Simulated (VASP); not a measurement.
Write the native input for VASP 6.6.1 that does the following.

* Task: single point
* Functional: PBE-based screened hybrid
* Potentials or basis: VASP PAW PBE potentials, release 64 (Cd, Se)
* Cutoff: 400 eV
* k mesh: 3 × 3 × 3
* Occupations: gaussian, width 0.01 eV
* Spin: no spin polarisation
* Dipole correction: no
* Grid for exact exchange (PRECFOCK): Normal
* Share of exact exchange: 0.2
* Further INCAR settings: ALGO = Normal; EDIFF = 1e-06; NBANDS = 16
* Screening parameter: 0.20787 1/Å

CdSe:

```xyz
2
Lattice="0.0000 3.0703 3.0703 3.0703 0.0000 3.0703 3.0703 3.0703 0.0000" Properties=species:S:1:pos:R:3 pbc="T T T"
Cd    0.0000    0.0000    0.0000
Se    4.6054    4.6054    4.6054
```

These files were run (other wordings do the same):

POSCAR

```
CdSe
1.0
    0.0000000000      3.0702710000      3.0702710000
    3.0702710000      0.0000000000      3.0702710000
    3.0702710000      3.0702710000      0.0000000000
Cd Se
1 1
Direct
    0.0000000000      0.0000000000      0.0000000000
    0.7500000000      0.7500000000      0.7500000000
```

INCAR.step1

```
PREC = Accurate
ENCUT = 400
EDIFF = 1E-5
ISMEAR = 0
SIGMA = 0.01
LREAL = False
LASPH = True
NELM = 120
ALGO = Normal
ISIF = 2
LWAVE = True
LCHARG = False
NBANDS = 16
GGA = PE
GGA_COMPAT = False
```

INCAR.step2

```
PREC = Accurate
ENCUT = 400
EDIFF = 1E-6
ISMEAR = 0
SIGMA = 0.01
LREAL = False
LASPH = True
NELM = 120
ALGO = Normal
ISIF = 2
LWAVE = False
LCHARG = False
GGA = PE
LHFCALC = True
AEXX = 0.2
HFSCREEN = 0.20786987370883472
PRECFOCK = Normal
NBANDS = 16
ISTART = 1
GGA_COMPAT = False
```

KPOINTS

```
regular mesh
0
Gamma
  3 3 3
```

Potentials or basis: VASP PAW PBE potentials, release 64 (Cd, Se).

The run is started by

```console
$ cat potpaw_PBE.64/Cd/POTCAR potpaw_PBE.64/Se/POTCAR > POTCAR
$ cp INCAR.step1 INCAR
$ mpirun -np 1 vasp_std > vasp.out
$ cp INCAR.step2 INCAR
$ mpirun -np 1 vasp_std > vasp.out
```

Results of the run:

```json
{
 "Pressure": "0.8 GPa",
 "Band gap on the k mesh": "1.31 eV, direct"
}
```

Caveat: the k points lie up to 0.59 Å⁻¹ apart; the PAW data sets were made with another functional, which shifts forces and pressure a little.

Wall time 46 s on 1 thread of Intel(R) Xeon(R) 6975P-C (Granite Rapids) (shared host), peak memory 0.25 GiB.
